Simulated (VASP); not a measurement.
Here is a VASP 6.6.1 calculation.

The input INCAR:

```
SYSTEM = MoS2
ALGO = Normal ; EDIFF = 1E-6
ENCUT = 520 ; GGA = PE
ISIF = 2 ; ISMEAR = -1
LASPH = .True. ; LCHARG = .False.
LREAL = .False. ; LWAVE = .False.
NBANDS = 20 ; NELM = 100
PREC = Accurate ; SIGMA = 0.04
```

Contents of KPOINTS:

```
k-points
0
Gamma
  6 6 6
  0 0 0
```

File POSCAR:

```
MoS2
1.0
    1.5814998900      0.9130793900      6.1233282100
   -1.5814998900      0.9130793900      6.1233282100
    0.0000000000     -1.8261587800      6.1233282100
Mo S
1 2
Direct
    0.0000000000      0.0000000000      0.0000000000
    0.7484000000      0.7484000000      0.7484000000
    0.5849000000      0.5849000000      0.5849000000
```

Potentials or basis: VASP PAW PBE potentials, release 64 (Mo_sv, S).

Launch:

```bash
$ cat potpaw_PBE.64/Mo_sv/POTCAR potpaw_PBE.64/S/POTCAR > POTCAR
$ mpirun -np 1 vasp_std > vasp.out
```

(1) What does it give for the largest force?

(2) Estimate the pressure.

(3) Predict the band gap on the k mesh.

Answers

(1) 1.281 eV/Å.

(2) 9.1 GPa.

(3) 0.66 eV, indirect (least direct gap 1.63 eV).

Caveat: forces of over 1 eV/Å act on the atoms, so gaps and moduli don't describe the material at rest.
